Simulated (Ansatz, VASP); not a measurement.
Ni in VASP and in Ansatz

The input POSCAR:

```
Ni
1.0
    2.4392535979      0.0000000000      0.0000000000
   -1.2196267989      2.1124555820      0.0000000000
    0.0000000000      0.0000000000      4.0893636239
Ni
2
Direct
    0.3333333333      0.6666666667      0.2500000000
    0.6666666667      0.3333333333      0.7500000000
```

INCAR.step1

```
SYSTEM = Ni
ALGO     = Normal         ! electronic algorithm
EDIFF    = 1E-4           ! SCF threshold, eV
ENCUT    = 520            ! plane-wave cutoff, eV
GGA      = PE             ! functional
ISMEAR   = -1             ! smearing method
ISPIN    = 2              ! spin polarisation
LASPH    = .True.         ! aspherical terms in the spheres
LCHARG   = .False.        ! write CHGCAR
LMAXMIX  = 4              ! l up to which the mixer works
LREAL    = .False.        ! projectors in reciprocal space
LWAVE    = .True.         ! write WAVECAR
MAGMOM   = 0.762 0.762    ! initial moments
NBANDS   = 21             ! bands
NELM     = 150            ! most SCF steps
PREC     = Accurate       ! precision mode
SIGMA    = 0.1            ! smearing width, eV
```

INCAR.step2

```
SYSTEM = Ni
ALGO     = Normal         ! electronic algorithm
EDIFF    = 1E-6           ! SCF threshold, eV
ENCUT    = 520            ! plane-wave cutoff, eV
ISIF     = 2              ! what is computed and relaxed
ISMEAR   = -1             ! smearing method
ISPIN    = 2              ! spin polarisation
ISTART   = 1            
LASPH    = .True.         ! aspherical terms in the spheres
LCHARG   = .True.         ! write CHGCAR
LELF     = .True.         ! ELF
LMAXMIX  = 4              ! l up to which the mixer works
LMIXTAU  = .True.       
LORBIT   = 11             ! projections on sites
LREAL    = .False.        ! projectors in reciprocal space
LVHAR    = .True.       
LWAVE    = .False.        ! write WAVECAR
MAGMOM   = 0.762 0.762    ! initial moments
METAGGA  = R2SCAN         ! meta-GGA
NBANDS   = 21             ! bands
NELM     = 150            ! most SCF steps
PREC     = Accurate       ! precision mode
SIGMA    = 0.1            ! smearing width, eV
```

The input KPOINTS:

```
k-points
0
Gamma
  8 8 4
  0 0 0
```

Input for Ansatz:

```yaml
crystal:
  lattice:
    - [2.4392535979, 0.0, 0.0]
    - [-1.2196267989, 2.112455582, 0.0]
    - [0.0, 0.0, 4.0893636239]
  atoms:
    - { symbol: Ni, position: [0.3333333333, 0.6666666667, 0.25], spin: 0.762 }
    - { symbol: Ni, position: [0.6666666667, 0.3333333333, 0.75], spin: 0.762 }
hamiltonian:
  xc: r2scan
  pseudopotentials:
    kind: paw
    azcp:
      Ni: "pseudopotentials/Ni.paw.azcp"
basis:
  ecutwfc: 500
  fft_grid_basis: typed
kpoints:
  mp_grid: { grid: [8, 8, 4], shift: [0, 0, 0] }
magnetization:
  spin_polarized: true
scf:
  occupations: { method: fermi_dirac, width: 0.1 }
```

Alike in both runs: task single point; functional r2SCAN; k mesh 8 × 8 × 4; occupations fermi-dirac, width 0.1 eV; collinear spin.

```csv
,VASP,Ansatz
version,VASP 6.6.1,Ansatz 0.2.0
potentials or method,"VASP PAW PBE potentials, release 64 (Ni), cutoff 520 eV","plane waves (500 eV) with PAW, scalar-relativistic"
valence electrons in the cell,20,36
```

```csv
,VASP,Ansatz,Ansatz less VASP
net moment per atom (μB),0.71,0.73,+0.023
size of the moment on the site where the two differ most (μB),0.73,0.80,+0.069
```

VASP's potentials were made for PBE, not for r2SCAN. Site moments also hang on the region over which each program counts them. VASP's potentials hold 20 valence electrons a cell and Ansatz's 36, so a difference there can come from the potentials and not from the codes. Ansatz's warnings: stability check not made.

The k mesh is coarse, so the values compare programs but aren't converged.
